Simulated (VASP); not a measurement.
Wanted: the native input for a VASP 6.6.1 run.

- Task: single point
- Functional: r2SCAN
- Potentials or basis: VASP PAW PBE potentials, release 64 (Ta_pv)
- Cutoff: 520 eV
- k mesh: 20 × 20 × 20
- Occupations: gaussian, width 0.15 eV
- Spin: no spin polarisation
- Dipole correction: no
- Further INCAR settings: ALGO = Normal; EDIFF = 1e-07; NBANDS = 12

Crystal: Ta.

```
Ta
1.0
    -1.56872    1.56872    1.69256
     1.56872   -1.56872    1.69256
     1.56872    1.56872   -1.69256
Ta
1
Direct
  0.00000 0.00000 0.00000
```

This cell differs from its parent crystal: strain -0.050 along x and y, +0.025 along z.

One way to write it, as run:

POSCAR

```
Ta
1.0
   -1.5687160000      1.5687160000      1.6925620000
    1.5687160000     -1.5687160000      1.6925620000
    1.5687160000      1.5687160000     -1.6925620000
Ta
1
Direct
    0.0000000000      0.0000000000      0.0000000000
```

INCAR.step1

```
PREC = Accurate
ENCUT = 520
ISMEAR = 0
SIGMA = 0.15
LREAL = F
LASPH = T
NELM = 100
NBANDS = 12
GGA = PE
ALGO = Normal
EDIFF = 1E-4
LWAVE = T
LCHARG = F
```

INCAR.step2

```
PREC = Accurate
ENCUT = 520
EDIFF = 1E-7
ISMEAR = 0
SIGMA = 0.15
LREAL = F
LASPH = T
NELM = 100
ALGO = Normal
ISIF = 2
LWAVE = F
LCHARG = F
METAGGA = R2SCAN
LMIXTAU = T
NBANDS = 12
ISTART = 1
```

KPOINTS

```
Automatic mesh
0
Gamma
  20 20 20
```

Potentials or basis: VASP PAW PBE potentials, release 64 (Ta_pv).

Launch:

```console
$ cat potpaw_PBE.64/Ta_pv/POTCAR > POTCAR
$ cp INCAR.step1 INCAR
$ mpirun -np 1 vasp_std > vasp.out
$ cp INCAR.step2 INCAR
$ mpirun -np 1 vasp_std > vasp.out
```

It gave:

The pressure is 20.3 GPa and the band gap on the k mesh is zero (an odd number of electrons rules out a gap without spin polarisation).

Caveat: the cell differs from its parent crystal (strain -0.050 along x and y, +0.025 along z); the stress differs along the axes, from 14 to 24 GPa; the PAW data sets were made with another functional, which shifts forces and pressure a little; spin-orbit coupling is left out, which moves the levels of the heavy elements.

It took 3.1 min on 1 thread of Intel(R) Xeon(R) 6975P-C (Granite Rapids), with other jobs on the host, peak memory 0.24 GiB.
